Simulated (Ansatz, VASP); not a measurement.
## Two plane-wave programs on Sb

```
Sb
1.0
     3.38805    0.00000    0.00000
     0.00000    3.38805    0.00000
     0.00000    0.00000   20.79140
Sb
3
Direct
  0.00000 0.00000 0.39092
  0.50000 0.50000 0.50000
  0.00000 0.00000 0.60908
```

Alike in both runs: functional PBE; k mesh 10 × 10 × 1; occupations fermi-dirac, width 0.05 eV; no spin polarisation.

Ansatz relaxed the structure, and its values are those at the end. VASP's run is a single point on that final structure, the one shown.

|  | VASP | Ansatz |
| --- | --- | --- |
| version | VASP 6.6.1 | Ansatz 0.2.0 |
| potentials or method | VASP PAW PBE potentials, release 64 (Sb) | PAW with Ansatz's default frozen-core files, scalar-relativistic |
| plane-wave cutoff (eV) | 520 | 420 |
| valence electrons in the cell | 15 | 45 |

```csv
,VASP,Ansatz,Ansatz less VASP
rms of the force components (eV/Å),0.007,0.003,-0.0036
```

With one functional, cell and mesh, what is left measures potentials, basis and numerics. VASP's potentials hold 15 valence electrons a cell and Ansatz's 45, so a difference there can come from the potentials and not from the codes. Ansatz's warnings: stress scf threshold loose.

Spin-orbit coupling is off throughout.
